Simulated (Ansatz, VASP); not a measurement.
## Te: VASP beside Ansatz

File INCAR:

```
SYSTEM = Te
PREC = Accurate ; ENCUT = 520
EDIFF = 1E-7 ; ISMEAR = -1
SIGMA = 0.05 ; LREAL = .FALSE.
LASPH = .TRUE. ; NELM = 100
ALGO = Normal ; ISIF = 2
LWAVE = .FALSE. ; LCHARG = .FALSE.
GGA = PE ; NBANDS = 16
```

File KPOINTS:

```
Automatic mesh
0
G
  7 7 5
  0 0 0
```

File POSCAR:

```
Te
1.0
    4.4540000000      0.0000000000      0.0000000000
   -2.2270000000      3.8572771485      0.0000000000
    0.0000000000      0.0000000000      5.9240000000
Te
3
Direct
    0.7263560000      0.7262820000     -0.0009900000
    0.0065170000      0.2784260000      0.6737860000
    0.2737860000      0.0109860000      0.3330490000
```

input.yaml

```yaml
crystal:
  lattice:
    - [4.454, 0.0, 0.0]
    - [-2.227, 3.8572771485, 0.0]
    - [0.0, 0.0, 5.924]
  atoms:
    - { symbol: Te, position: [0.726356, 0.726282, -0.00099] }
    - { symbol: Te, position: [0.006517, 0.278426, 0.673786] }
    - { symbol: Te, position: [0.273786, 0.010986, 0.333049] }
kpoints:
  mp_grid: { grid: [7, 7, 5] }
scf:
  occupations: { method: fermi_dirac, width: 0.05 }
hamiltonian:
  xc: pbe
  pseudopotentials: { kind: all_electron, lapw: { basis_error: 0.001 } }
output:
  forces: true
  stress: true
  eigenvalues: true
  populations: true
```

Change from the starting cell: atoms moved at random, drawn with an rms of 0.05 Å.

Alike in both runs: task single point; functional PBE; k mesh 7 × 7 × 5; occupations fermi-dirac, width 0.05 eV; no spin polarisation.

|  | VASP | Ansatz |
| --- | --- | --- |
| version | VASP 6.6.1 | Ansatz 0.2.0 |
| potentials or method | VASP PAW PBE potentials, release 64 (Te), cutoff 520 eV | all-electron LAPW, scalar-relativistic |

|  | VASP | Ansatz | Ansatz less VASP |
| --- | --- | --- | --- |
| gap on the k mesh at the Fermi level (eV) | 0.48 | 0.49 | +0.008 |
| least direct gap on the mesh (eV) | 0.70 | 0.72 | +0.014 |
| pressure (GPa) | 1.1 | 1.1 | +0.01 |
| traceless stress, the component that is largest in VASP (GPa) | 0.23 | 0.21 | -0.017 |
| rms of the force components (eV/Å) | 0.097 | 0.093 | -0.0035 |

Atom by atom the forces differ by 0.008 eV/Å (rms over components). Ansatz ran all-electron here, and VASP with PAW potentials.

Spin-orbit coupling is off throughout.
